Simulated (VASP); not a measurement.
# CuAu (P4/mmm) in VASP: a series of runs, part 2 of 2

VASP 6.6.1.

### 4 Electric field gradients, PBE

Contents of INCAR:

```
SYSTEM = CuAu
ALGO     = Normal         ! electronic algorithm
EDIFF    = 1E-8           ! SCF threshold, eV
ENCUT    = 520            ! plane-wave cutoff, eV
GGA      = PE             ! functional
ISIF     = 2              ! what is computed and relaxed
ISMEAR   = -1             ! smearing method
LASPH    = .True.         ! aspherical terms in the spheres
LCHARG   = .False.        ! write CHGCAR
LEFG     = .True.       
LREAL    = .False.        ! projectors in reciprocal space
LWAVE    = .False.        ! write WAVECAR
NBANDS   = 18             ! bands
NELM     = 80             ! most SCF steps
PREC     = Accurate       ! precision mode
SIGMA    = 0.05           ! smearing width, eV
```

Contents of KPOINTS:

```
k-points
0
Gamma
  10 10 8
  0 0 0
```

Contents of POSCAR:

```
CuAu
1.0
    2.8000000000      0.0000000000      0.0000000000
    0.0000000000      2.8000000000      0.0000000000
    0.0000000000      0.0000000000      3.6700000000
Cu Au
1 1
Direct
    0.5000000000      0.5000000000      0.5000000000
    0.0000000000      0.0000000000      0.0000000000
```

Potentials or basis: VASP PAW PBE potentials, release 64 (Cu, Au).

The run is started by

```console
$ cat potpaw_PBE.64/Cu/POTCAR potpaw_PBE.64/Au/POTCAR > POTCAR
$ mpirun -np 1 vasp_std > vasp.out
```

OUTCAR:

```text
SYSTEM = CuAu
   EDIFF = 1E-8
   ENCUT = 520
   GGA = PE
   ISIF = 2
   ISMEAR = -1
   LASPH = .True.
   LREAL = .False.
   NELM = 80
   PREC = Accurate

 ion  position               nearest neighbor table
   1  0.500  0.500  0.500-   2 2.70   2 2.70   2 2.70   2 2.70   2 2.70   2 2.70   2 2.70   2 2.70

   2  0.000  0.000  0.000-   1 2.70   1 2.70   1 2.70   1 2.70   1 2.70   1 2.70   1 2.70   1 2.70

  LATTYP: Found a simple tetragonal cell.
 ALAT       =     2.8000000000
 C/A-ratio  =     1.3107142857

  Lattice vectors:

 A1 = (   2.8000000000,   0.0000000000,   0.0000000000)
 A2 = (   0.0000000000,   2.8000000000,   0.0000000000)
 A3 = (   0.0000000000,   0.0000000000,   3.6700000000)

Analysis of symmetry for initial positions (statically):
=====================================================================
 Subroutine PRICEL returns:
 Original cell was already a primitive cell.

 Routine SETGRP: Setting up the symmetry group for a
 simple tetragonal supercell.

 Subroutine GETGRP returns: Found 16 space group operations
 (whereof 16 operations were pure point group operations)
 out of a pool of 16 trial point group operations.

The static configuration has the point symmetry D_4h.

Analysis of symmetry for dynamics (positions and initial velocities):
=====================================================================
 Subroutine PRICEL returns:
 Original cell was already a primitive cell.

 Routine SETGRP: Setting up the symmetry group for a
 simple tetragonal supercell.

 Subroutine GETGRP returns: Found 16 space group operations
 (whereof 16 operations were pure point group operations)
 out of a pool of 16 trial point group operations.

The dynamic configuration has the point symmetry D_4h.

 Subroutine INISYM returns: Found 16 space group operations
 (whereof 16 operations are pure point group operations),
 and found     1 'primitive' translations

----------------------------------------------------------------------------------------

                                     Primitive cell

  volume of cell :      28.7728

  direct lattice vectors                    reciprocal lattice vectors
     2.800000000  0.000000000  0.000000000     0.357142857  0.000000000  0.000000000
     0.000000000  2.800000000  0.000000000     0.000000000  0.357142857  0.000000000
     0.000000000  0.000000000  3.670000000     0.000000000  0.000000000  0.272479564

  length of vectors
     2.800000000  2.800000000  3.670000000     0.357142857  0.357142857  0.272479564

  position of ions in fractional coordinates (direct lattice)
     0.500000000  0.500000000  0.500000000
     0.000000000  0.000000000  0.000000000

  ion indices of the primitive-cell ions
   primitive index   ion index
                 1           1
                 2           2

----------------------------------------------------------------------------------------

 KPOINTS: k-points

Automatic generation of k-mesh.
 Grid dimensions read from file:
 generate k-points for:   10   10    8

 Generating k-lattice:

[... 64 lines left out ...]
   NSW    =      0    number of steps for IOM
   IBRION =     -1    ionic relax: 0-MD 1-quasi-New 2-CG
   NFREE  =      0    steps in history (QN), initial steepest desc. (CG)
   ISIF   =      2    stress and relaxation
   ISYM   =      2    0-nonsym 1-usesym 2-fastsym
   POTIM  = 0.5000    time-step for ionic-motion
   TEBEG  =    0.0;   TEEND  =   0.0 temperature during run
   PSTRESS=    0.0 pullay stress
   NELECT =      22.0000    total number of electrons
   NUPDOWN=      -1.0000    fix difference up-down
   EMIN   =  10.00;   EMAX   =-10.00  energy-range for DOS
   EFERMI =   0.00;   METHOD = LEGACY
   ISMEAR =    -1;   SIGMA  =   0.05  broadening in eV -4-tet -1-fermi 0-gaus
   EFERMI_NEDOS =   21; number of points for ismear=-14 and -15
   IALGO  =     38    algorithm
   IMIX   =      4    mixing-type and parameters
     AMIX     =   0.40;   BMIX     =  1.00
     AMIX_MAG =   1.60;   BMIX_MAG =  1.00
  volume/ion in A,a.u.               =      14.39        97.08
  Fermi-wavevector in a.u.,A,eV,Ry     =   1.497000  2.828919 30.490762  2.241008
  Thomas-Fermi vector in A             =   2.608944
   LORBIT       =      0    0 simple, 1 ext, 2 COOP (PROOUT), +10 PAW based schemes
   GGA     = PE    functional components
   LHFCALC =     F    Hartree Fock is set to
   AEXX    =    0.0000 exact exchange contribution
   IVDW    =     0    specifies the selected vdW correction
   LEPSILON=     F    determine dielectric tensor
   LRPA    =     F    only Hartree local field effects (RPA)
 non-spin polarized calculation
  energy-cutoff  :      520.00
  volume of cell :       28.77
 maximum number of plane-waves:       800
 NGX is ok and might be reduce to    24
   NGX = 11   NGY = 11   NGZ = 13

 number of electron      22.0000009 magnetization

 Free energy of the ion-electron system (eV)
  ---------------------------------------------------
  ext. energy  EPLUGINS =         0.00000000
  ---------------------------------------------------
  free energy    TOTEN  =        -7.03552266 eV

  energy without entropy =       -7.03072912  energy(sigma->0) =       -7.03312589

 E-fermi :   8.8947     XC(G=0): -12.7334

 val. band max:        8.8852675251   @ k =   0.5000   0.1000   0.3750
 cond. band min:       8.9518197723   @ k =   0.5000   0.2000   0.0000
 fundamental gap:      0.0665522472
 Fermi energy:         8.8947364055

 k-point     1 :       0.0000    0.0000    0.0000
  band No.  band energies     occupation
      1      -0.9722      2.00000
      2       2.2164      2.00000
      3       2.3683      2.00000
      4       4.7989      2.00000
      5       4.7989      2.00000
      6       5.8836      2.00000
[... 481 lines left out ...]
      5       4.9762      2.00000
      6       5.5458      2.00000
[... 10 lines left out ...]
     17      26.2471      0.00000
     18      27.2616      0.00000

 [... further k-points ...]
[... 5 lines left out ...]
  --------------------------------------------------------------------------------------
  -------------------------------------------------------------------------------------
  Total        1.3183283      1.3183283      0.9985810      0.0000000      0.0000000     -0.0000000
  in kB       73.4094577     73.4094577     55.6047312      0.0000000      0.0000000     -0.0000000
  external PRESSURE =      67.4745489 kB  Pullay stress =       0.0000000 kB

 VOLUME and BASIS-vectors are now :
 -----------------------------------------------------------------------------
  energy-cutoff  :      520.00
  volume of cell :       28.77
      direct lattice vectors                 reciprocal lattice vectors
     2.800000000  0.000000000  0.000000000     0.357142857  0.000000000  0.000000000
     0.000000000  2.800000000  0.000000000     0.000000000  0.357142857  0.000000000
     0.000000000  0.000000000  3.670000000     0.000000000  0.000000000  0.272479564

 POSITION                                       TOTAL-FORCE (eV/Angst)
 -----------------------------------------------------------------------------------
      1.40000      1.40000      1.83500         0.000000      0.000000      0.000000
      0.00000      0.00000      0.00000         0.000000      0.000000      0.000000
 -----------------------------------------------------------------------------------
    total drift:                                0.000000      0.000000     -0.000000

  FREE ENERGIE OF THE ION-ELECTRON SYSTEM (eV)
  ---------------------------------------------------
  free  energy   TOTEN  =        -7.0355226618 eV

  energy  without entropy=       -7.0307291175  energy(sigma->0) =       -7.03312589

 Electric field gradients (V/A^2)
---------------------------------------------------------------------
 ion       V_xx      V_yy      V_zz      V_xy      V_xz      V_yz
---------------------------------------------------------------------
   1       5.457     5.457   -10.914    -0.000     0.000     0.000
   2     -43.842   -43.842    87.683     0.000    -0.000     0.000
---------------------------------------------------------------------

 Electric field gradients after diagonalization (V/A^2)
 (convention: |V_zz| > |V_xx| > |V_yy|)
----------------------------------------------------------------------
 ion       V_xx      V_yy      V_zz     asymmetry (V_yy - V_xx)/ V_zz
----------------------------------------------------------------------
   1       5.457     5.457   -10.914       0.000
   2     -43.842   -43.842    87.683       0.000
----------------------------------------------------------------------

           NMR quadrupolar parameters

 Cq : quadrupolar parameter    Cq=e*Q*V_zz/h
 eta: asymmetry parameters     (V_yy - V_xx)/ V_zz
 Q  : nuclear electric quadrupole moment in mb (millibarn)
----------------------------------------------------------------------
 ion       Cq(MHz)       eta       Q (mb)
----------------------------------------------------------------------
   1      -0.026       0.000       1.000
   2       0.212       0.000       1.000
----------------------------------------------------------------------
```

Run time: 43 s. Hardware: 1 thread of Intel Xeon Platinum 8259CL at 2.50GHz (Skylake/Cascade Lake), shared host; peak memory 0.19 GiB.

Results:

```yaml
Free_energy: -7.0355 eV
Pressure: 6.7 GPa
Band_gap_on_the_k_mesh: zero (band 11 reaches 14.33 eV, above the bottom of band 12 at 6.90 eV)
```

Electric field gradients, principal values (V/Å²):
```tsv
atom	least	middle	greatest (by size)
1 Cu	5.457	5.457	-10.914
2 Au	-43.842	-43.842	87.683
```

Caveat: without QUAD_EFG the Cq values of the log hold for a quadrupole moment of 1 mb, not for the nuclei; spin-orbit coupling is left out, which moves the levels of the heavy elements.

### 5 Electric field gradients, PBE

Contents of INCAR:

```
ALGO = Normal ; EDIFF = 1E-8
ENCUT = 520 ; GGA = PE
ISIF = 2 ; ISMEAR = -1
LASPH = True ; LCHARG = False
LEFG = True ; LREAL = False
LWAVE = False ; NBANDS = 18
NELM = 100 ; PREC = Accurate
SIGMA = 0.05
```

Contents of KPOINTS:

```
k-points
0
Gamma
  18 18 14
```

POSCAR is that of step 4.

Potentials or basis: VASP PAW PBE potentials, release 64 (Cu, Au).

The run is started by

```console
$ cat potpaw_PBE.64/Cu/POTCAR potpaw_PBE.64/Au/POTCAR > POTCAR
$ mpirun -np 1 vasp_std > vasp.out
```

OUTCAR:

```text
EDIFF = 1E-8
   ENCUT = 520
   GGA = PE
   ISIF = 2
   ISMEAR = -1
   LASPH = True
   LREAL = False
   NELM = 100
   PREC = Accurate

 ion  position               nearest neighbor table
   1  0.500  0.500  0.500-   2 2.70   2 2.70   2 2.70   2 2.70   2 2.70   2 2.70   2 2.70   2 2.70

   2  0.000  0.000  0.000-   1 2.70   1 2.70   1 2.70   1 2.70   1 2.70   1 2.70   1 2.70   1 2.70

  LATTYP: Found a simple tetragonal cell.
 ALAT       =     2.8000000000
 C/A-ratio  =     1.3107142857

  Lattice vectors:

 A1 = (   2.8000000000,   0.0000000000,   0.0000000000)
 A2 = (   0.0000000000,   2.8000000000,   0.0000000000)
 A3 = (   0.0000000000,   0.0000000000,   3.6700000000)

Analysis of symmetry for initial positions (statically):
=====================================================================
 Subroutine PRICEL returns:
 Original cell was already a primitive cell.

 Routine SETGRP: Setting up the symmetry group for a
 simple tetragonal supercell.

 Subroutine GETGRP returns: Found 16 space group operations
 (whereof 16 operations were pure point group operations)
 out of a pool of 16 trial point group operations.

The static configuration has the point symmetry D_4h.

Analysis of symmetry for dynamics (positions and initial velocities):
=====================================================================
 Subroutine PRICEL returns:
 Original cell was already a primitive cell.

 Routine SETGRP: Setting up the symmetry group for a
 simple tetragonal supercell.

 Subroutine GETGRP returns: Found 16 space group operations
 (whereof 16 operations were pure point group operations)
 out of a pool of 16 trial point group operations.

The dynamic configuration has the point symmetry D_4h.
[... 150 lines left out ...]
 cond. band min:       8.9339321316   @ k =   0.3889   0.3889   0.2143
 fundamental gap:      0.0043754207
 Fermi energy:         8.9296340564

 k-point     1 :       0.0000    0.0000    0.0000
  band No.  band energies     occupation
      1      -0.9724      2.00000
      2       2.2135      2.00000
      3       2.3690      2.00000
      4       4.8002      2.00000
      5       4.8002      2.00000
      6       5.8817      2.00000
[... 481 lines left out ...]
      5       4.8509      2.00000
      6       5.0065      2.00000
[... 10 lines left out ...]
     17      23.4774      0.00000
     18      26.3832      0.00000

 [... further k-points ...]
[... 5 lines left out ...]
  --------------------------------------------------------------------------------------
  -------------------------------------------------------------------------------------
  Total        1.2768751      1.2768751      1.0851610      0.0000000      0.0000000      0.0000000
  in kB       71.1011922     71.1011922     60.4258310      0.0000000      0.0000000      0.0000000
  external PRESSURE =      67.5427385 kB  Pullay stress =       0.0000000 kB

 VOLUME and BASIS-vectors are now :
 -----------------------------------------------------------------------------
  energy-cutoff  :      520.00
  volume of cell :       28.77
      direct lattice vectors                 reciprocal lattice vectors
     2.800000000  0.000000000  0.000000000     0.357142857  0.000000000  0.000000000
     0.000000000  2.800000000  0.000000000     0.000000000  0.357142857  0.000000000
     0.000000000  0.000000000  3.670000000     0.000000000  0.000000000  0.272479564

 POSITION                                       TOTAL-FORCE (eV/Angst)
 -----------------------------------------------------------------------------------
      1.40000      1.40000      1.83500         0.000000      0.000000      0.000000
      0.00000      0.00000      0.00000         0.000000      0.000000      0.000000
 -----------------------------------------------------------------------------------
    total drift:                                0.000000      0.000000     -0.000000

  FREE ENERGIE OF THE ION-ELECTRON SYSTEM (eV)
  ---------------------------------------------------
  free  energy   TOTEN  =        -7.0400491069 eV

  energy  without entropy=       -7.0347277346  energy(sigma->0) =       -7.03738842

 Electric field gradients (V/A^2)
---------------------------------------------------------------------
 ion       V_xx      V_yy      V_zz      V_xy      V_xz      V_yz
---------------------------------------------------------------------
   1       6.215     6.215   -12.430     0.000    -0.000     0.000
   2     -42.283   -42.283    84.566     0.000    -0.000     0.000
---------------------------------------------------------------------

 Electric field gradients after diagonalization (V/A^2)
 (convention: |V_zz| > |V_xx| > |V_yy|)
----------------------------------------------------------------------
 ion       V_xx      V_yy      V_zz     asymmetry (V_yy - V_xx)/ V_zz
----------------------------------------------------------------------
   1       6.215     6.215   -12.430       0.000
   2     -42.283   -42.283    84.566       0.000
----------------------------------------------------------------------

           NMR quadrupolar parameters

 Cq : quadrupolar parameter    Cq=e*Q*V_zz/h
 eta: asymmetry parameters     (V_yy - V_xx)/ V_zz
 Q  : nuclear electric quadrupole moment in mb (millibarn)
----------------------------------------------------------------------
 ion       Cq(MHz)       eta       Q (mb)
----------------------------------------------------------------------
   1      -0.030       0.000       1.000
   2       0.204       0.000       1.000
----------------------------------------------------------------------
```

Wall time 3.9 min (1 thread of Intel Xeon Platinum 8259CL at 2.50GHz (Skylake/Cascade Lake), shared host); peak memory 0.34 GiB.

What came out:

```yaml
Free_energy: -7.0400 eV
Pressure: 6.8 GPa
Band_gap_on_the_k_mesh: zero (band 11 reaches 14.33 eV, above the bottom of band 12 at 6.90 eV)
```

Stress tensor (GPa, compression positive):
```
7.11 0.00 0.00
0.00 7.11 0.00
0.00 0.00 6.04
```

Electric field gradients, principal values (V/Å²):
```csv
atom,least,middle,greatest (by size)
1 Cu,6.215,6.215,-12.430
2 Au,-42.283,-42.283,84.566
```

Caveat: without QUAD_EFG the Cq values of the log hold for a quadrupole moment of 1 mb, not for the nuclei; spin-orbit coupling is left out, which moves the levels of the heavy elements.

### 6 Summary

```tsv
k mesh	gap on the mesh (eV)	pressure (GPa)
4 × 4 × 3	none	7.6
6 × 6 × 5	none	6.8
10 × 10 × 8	none	6.7
18 × 18 × 14	none	6.8
```

Alike in all rows: task electric field gradients; level PBE; potentials or basis VASP PAW PBE potentials, release 64 (Cu, Au); no spin polarisation; cell as given; cutoff (eV) 520; smearing fermi-dirac 0.05 eV.

Caveats: some runs use coarse meshes; spin-orbit coupling is left out, which moves the levels of the heavy elements.

Total energies depend on the potentials used, so only differences within one code and one set of settings carry meaning.
